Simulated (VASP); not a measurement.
# W (Pmm2) in VASP: single point with PBEsol

Aim: the single point of W with PBEsol.

All numbers are computed with VASP 6.6.1; they aren't measurements. Logs are shortened: lines on timing, memory, paths and dates and some standing lists are left out, and cuts for length are marked.

**1. The cell of the first run**

Symmetry: Pmm2, No. 25, orthorhombic system. The conventional cell has a = 5.032 Å, b = 5.032 Å, c = 5.032 Å, α = 90.00°, β = 90.00°, γ = 90.00°. Within 3.6 Å of W (site symmetry mm2) lie 12 W at 2.72 to 2.90 Å. Within 3.7 Å of W (site symmetry mm2) lie 12 W at 2.81 Å. Within 3.3 Å of W (site symmetry mm2) lie 14 W at 2.52 to 3.08 Å. W (site symmetry mm2) has 14 W at 2.52 to 3.08 Å within 3.3 Å. W (site symmetry m) has 14 W at 2.52 to 3.08 Å within 3.3 Å. W (site symmetry m) has 14 W at 2.52 to 3.08 Å within 3.3 Å.

**2. Single point, PBEsol (atom 1 (W) moved +0.100 Å along Cartesian [0 0 1])**

File INCAR:

```
SYSTEM = W
PREC = Accurate ; ENCUT = 520
EDIFF = 1E-6 ; ISMEAR = 0
SIGMA = 0.15 ; LREAL = .False.
LASPH = .True. ; NELM = 60
ALGO = Fast ; ISIF = 2
LWAVE = .False. ; LCHARG = .False.
GGA = PS ; NBANDS = 66
```

File KPOINTS:

```
regular mesh
0
Gamma
  8 8 8
  0 0 0
```

File POSCAR:

```
W
1.0
    5.0320434147      0.0000000000      0.0000000000
    0.0000000000      5.0320434147      0.0000000000
    0.0000000000      0.0000000000      5.0320434147
W
8
Direct
    0.0000000000      0.0000000000      0.0198726425
    0.5000000000      0.5000000000      0.5000000000
    0.0000000000      0.5000000000      0.2500000000
    0.0000000000      0.5000000000      0.7500000000
    0.2500000000      0.0000000000      0.5000000000
    0.7500000000      0.0000000000      0.5000000000
    0.5000000000      0.7500000000      0.0000000000
    0.5000000000      0.2500000000      0.0000000000
```

Potentials or basis: VASP PAW PBE potentials, release 64 (W_sv).

Launch:

```
$ cat potpaw_PBE.64/W_sv/POTCAR > POTCAR
$ mpirun -np 1 vasp_std > vasp.out
```

OUTCAR:

```text
SYSTEM = W
   PREC = Accurate
   ENCUT = 520
   EDIFF = 1E-6
   ISMEAR = 0
   LREAL = .False.
   LASPH = .True.
   NELM = 60
   ISIF = 2
   GGA = PS

 ion  position               nearest neighbor table
   1  0.000  0.000  0.020-   5 2.72   6 2.72   3 2.77   3 2.77   8 2.81   7 2.81   7 2.81   8 2.81
                             4 2.86   4 2.86   5 2.90   6 2.90
   2  0.500  0.500  0.500-   3 2.81   4 2.81   5 2.81   6 2.81   7 2.81   8 2.81   7 2.81   8 2.81
                             5 2.81   6 2.81   3 2.81   4 2.81
   3  0.000  0.500  0.250-   4 2.52   4 2.52   1 2.77   1 2.77   2 2.81   2 2.81   8 3.08   5 3.08
                             6 3.08   5 3.08   6 3.08   7 3.08   7 3.08   8 3.08
   4  0.000  0.500  0.750-   3 2.52   3 2.52   2 2.81   2 2.81   1 2.86   1 2.86   8 3.08   5 3.08
                             6 3.08   5 3.08   6 3.08   7 3.08   7 3.08   8 3.08
   5  0.250  0.000  0.500-   6 2.52   6 2.52   1 2.72   2 2.81   2 2.81   1 2.90   7 3.08   8 3.08
                             7 3.08   8 3.08   4 3.08   3 3.08   4 3.08   3 3.08
   6  0.750  0.000  0.500-   5 2.52   5 2.52   1 2.72   2 2.81   2 2.81   1 2.90   7 3.08   8 3.08
                             7 3.08   8 3.08   4 3.08   3 3.08   4 3.08   3 3.08
   7  0.500  0.750  0.000-   8 2.52   8 2.52   2 2.81   2 2.81   1 2.81   1 2.81   3 3.08   4 3.08
                             5 3.08   6 3.08   5 3.08   6 3.08   3 3.08   4 3.08
   8  0.500  0.250  0.000-   7 2.52   7 2.52   2 2.81   2 2.81   1 2.81   1 2.81   3 3.08   4 3.08
                             5 3.08   6 3.08   5 3.08   6 3.08   3 3.08   4 3.08

  LATTYP: Found a simple cubic cell.
 ALAT       =     5.0320434147

  Lattice vectors:

 A1 = (   5.0320434147,   0.0000000000,   0.0000000000)
 A2 = (   0.0000000000,   5.0320434147,   0.0000000000)
 A3 = (   0.0000000000,   0.0000000000,   5.0320434147)

Analysis of symmetry for initial positions (statically):
=====================================================================
 Subroutine PRICEL returns:
 Original cell was already a primitive cell.

 Routine SETGRP: Setting up the symmetry group for a
 simple cubic supercell.

 Subroutine GETGRP returns: Found  4 space group operations
 (whereof  4 operations were pure point group operations)
 out of a pool of 48 trial point group operations.

The static configuration has the point symmetry C_2v.

Analysis of symmetry for dynamics (positions and initial velocities):
=====================================================================
 Subroutine PRICEL returns:
 Original cell was already a primitive cell.

 Routine SETGRP: Setting up the symmetry group for a
 simple cubic supercell.

 Subroutine GETGRP returns: Found  4 space group operations
[... 126 lines left out ...]
   NELECT =     112.0000    total number of electrons
   NUPDOWN=      -1.0000    fix difference up-down
   EMIN   =  10.00;   EMAX   =-10.00  energy-range for DOS
   EFERMI =   0.00;   METHOD = LEGACY
   ISMEAR =     0;   SIGMA  =   0.15  broadening in eV -4-tet -1-fermi 0-gaus
   EFERMI_NEDOS =   21; number of points for ismear=-14 and -15
   IALGO  =     68    algorithm
   IMIX   =      4    mixing-type and parameters
     AMIX     =   0.40;   BMIX     =  1.00
     AMIX_MAG =   1.60;   BMIX_MAG =  1.00
  volume/ion in A,a.u.               =      15.93       107.48
  Fermi-wavevector in a.u.,A,eV,Ry     =   1.568206  2.963480 33.460403  2.459270
  Thomas-Fermi vector in A             =   2.670272
   LORBIT       =      0    0 simple, 1 ext, 2 COOP (PROOUT), +10 PAW based schemes
   GGA     = PS    functional components
   LHFCALC =     F    Hartree Fock is set to
   AEXX    =    0.0000 exact exchange contribution
   IVDW    =     0    specifies the selected vdW correction
   LEPSILON=     F    determine dielectric tensor
   LRPA    =     F    only Hartree local field effects (RPA)
 non-spin polarized calculation
 RMM-DIIS sequential band-by-band and
 Gauss-broadening in eV      SIGMA  =   0.15
  energy-cutoff  :      520.00
  volume of cell :      127.42
 maximum number of plane-waves:      3468
 NGX is ok and might be reduce to    40
   NGX = 19   NGY = 19   NGZ = 19

 number of electron     111.9999964 magnetization

 Free energy of the ion-electron system (eV)
  ---------------------------------------------------
  ext. energy  EPLUGINS =         0.00000000
  ---------------------------------------------------
  free energy    TOTEN  =      -109.59597844 eV

  energy without entropy =     -109.57155672  energy(sigma->0) =     -109.58376758

 E-fermi :  10.9749     XC(G=0): -13.7181

 val. band max:       10.9242913905   @ k =   0.1250   0.3750   0.3750
 cond. band min:      10.9857088322   @ k =   0.1250   0.1250   0.0000
 fundamental gap:      0.0614174417
 Fermi energy:        10.9748617064

 k-point     1 :       0.0000    0.0000    0.0000
  band No.  band energies     occupation
      1     -63.0016      2.00000
      2     -62.9533      2.00000
      3     -62.9478      2.00000
      4     -62.8025      2.00000
      5     -62.7994      2.00000
      6     -62.7949      2.00000
[... 1645 lines left out ...]
     65      13.4430      0.00000
     66      14.3163      0.00000

 [... further k-points ...]

------------------------ aborting loop because EDIFF is reached ----------------------------------------

  FORCE on cell =-STRESS in cart. coord.  units (eV):
  Direction    XX          YY          ZZ          XY          YZ          ZX
  --------------------------------------------------------------------------------------
  -------------------------------------------------------------------------------------
  Total        0.8492990      0.7442099      0.9807050      0.0000000      0.0000000      0.0000000
  in kB       10.6791838      9.3577818     12.3314979      0.0000000      0.0000000      0.0000000
  external PRESSURE =      10.7894878 kB  Pullay stress =       0.0000000 kB

 VOLUME and BASIS-vectors are now :
 -----------------------------------------------------------------------------
  energy-cutoff  :      520.00
  volume of cell :      127.42
      direct lattice vectors                 reciprocal lattice vectors
     5.032043415  0.000000000  0.000000000     0.198726425  0.000000000  0.000000000
     0.000000000  5.032043415  0.000000000     0.000000000  0.198726425  0.000000000
     0.000000000  0.000000000  5.032043415     0.000000000  0.000000000  0.198726425

 POSITION                                       TOTAL-FORCE (eV/Angst)
 -----------------------------------------------------------------------------------
      0.00000      0.00000      0.10000         0.000000      0.000000     -1.896708
      2.51602      2.51602      2.51602         0.000000      0.000000      0.127960
      0.00000      2.51602      1.25801         0.000000      0.000000      0.173663
      0.00000      2.51602      3.77403         0.000000      0.000000      0.154154
      1.25801      0.00000      2.51602         0.029934      0.000000      0.637310
      3.77403      0.00000      2.51602        -0.029934     -0.000000      0.637310
      2.51602      3.77403      0.00000         0.000000     -0.017994      0.083156
      2.51602      1.25801      0.00000         0.000000      0.017994      0.083156
 -----------------------------------------------------------------------------------
    total drift:                                0.000000     -0.000000      0.000056

  FREE ENERGIE OF THE ION-ELECTRON SYSTEM (eV)
  ---------------------------------------------------
  free  energy   TOTEN  =      -109.5959784381 eV

  energy  without entropy=     -109.5715567241  energy(sigma->0) =     -109.58376758
```

OSZICAR:

```text
N       E                     dE             d eps       ncg     rms          rms(c)
DAV:   1     0.160468033192E+04    0.16047E+04   -0.63155E+04 16516   0.201E+03
DAV:   2     0.614009755900E+01   -0.15985E+04   -0.15606E+04 16526   0.662E+02
DAV:   3    -0.109715725394E+03   -0.11586E+03   -0.10812E+03 18912   0.158E+02
DAV:   4    -0.114933383484E+03   -0.52177E+01   -0.49882E+01 19608   0.287E+01
DAV:   5    -0.115098286421E+03   -0.16490E+00   -0.16369E+00 19608   0.480E+00    0.619E+01
RMM:   6    -0.110763322066E+03    0.43350E+01   -0.57170E+00 17145   0.115E+01    0.258E+01
RMM:   7    -0.109572860666E+03    0.11905E+01   -0.48890E+00 17986   0.984E+00    0.197E+00
RMM:   8    -0.109601665019E+03   -0.28804E-01   -0.67066E-01 21963   0.266E+00    0.114E+00
RMM:   9    -0.109594548032E+03    0.71170E-02   -0.97568E-02 22123   0.124E+00    0.334E-01
RMM:  10    -0.109595696110E+03   -0.11481E-02   -0.25603E-02 23462   0.582E-01    0.954E-02
RMM:  11    -0.109595988056E+03   -0.29195E-03   -0.35971E-03 23887   0.243E-01    0.541E-02
RMM:  12    -0.109595975850E+03    0.12205E-04   -0.55845E-04 23542   0.111E-01    0.269E-02
RMM:  13    -0.109595978525E+03   -0.26744E-05   -0.11986E-04 23833   0.499E-02    0.800E-03
RMM:  14    -0.109595979000E+03   -0.47518E-06   -0.23792E-05 21122   0.211E-02    0.398E-03
RMM:  15    -0.109595978438E+03    0.56176E-06   -0.53952E-06 14716   0.105E-02
   1 F= -.10959598E+03 E0= -.10958377E+03  d E =-.244217E-01
```

stdout:

```text
POSCAR found type information on POSCAR W
 POSCAR found :  1 types and       8 ions
 scaLAPACK will be used
 -----------------------------------------------------------------------------
|                                                                             |
|                                                                             |
|     You enforced a specific xc type in the INCAR file but a different       |
|     I HOPE YOU KNOW WHAT YOU ARE DOING!                                     |
|                                                                             |
 -----------------------------------------------------------------------------

 LDA part: xc-table for (Slater+PW92), standard interpolation
 POSCAR, INCAR and KPOINTS ok, starting setup
 FFT: planning ... GRIDC
 FFT: planning ... GRID_SOFT
 FFT: planning ... GRID
 WAVECAR not read
 entering main loop
```

Run time: 7.8 min. Hardware: 1 thread of Intel Xeon 6975P-C (Granite Rapids), shared host; peak memory 0.73 GiB.

What came out:

| Quantity | Value |
| --- | --- |
| Free energy | -109.5960 eV |
| Pressure | 1.1 GPa |
| Largest force | 1.897 eV/Å |
| Band gap on the k mesh | zero (bands 56 and 57 overlap by 0.91 eV) |

Forces on the atoms (eV/Å):
```
W    0.000  0.000 -1.897
W    0.000  0.000  0.128
W    0.000  0.000  0.174
W    0.000  0.000  0.154
W    0.030  0.000  0.637
W   -0.030  0.000  0.637
W    0.000 -0.018  0.083
W    0.000  0.018  0.083
```

Caveat: the cell differs from its parent crystal (atom 1 (W) moved +0.100 Å along Cartesian [0 0 1]); the PAW data sets were made with another functional, which shifts forces and pressure a little; spin-orbit coupling is left out, which moves the levels of the heavy elements.

The gap in the log of VASP goes by the Fermi energy; the results here count the filled bands.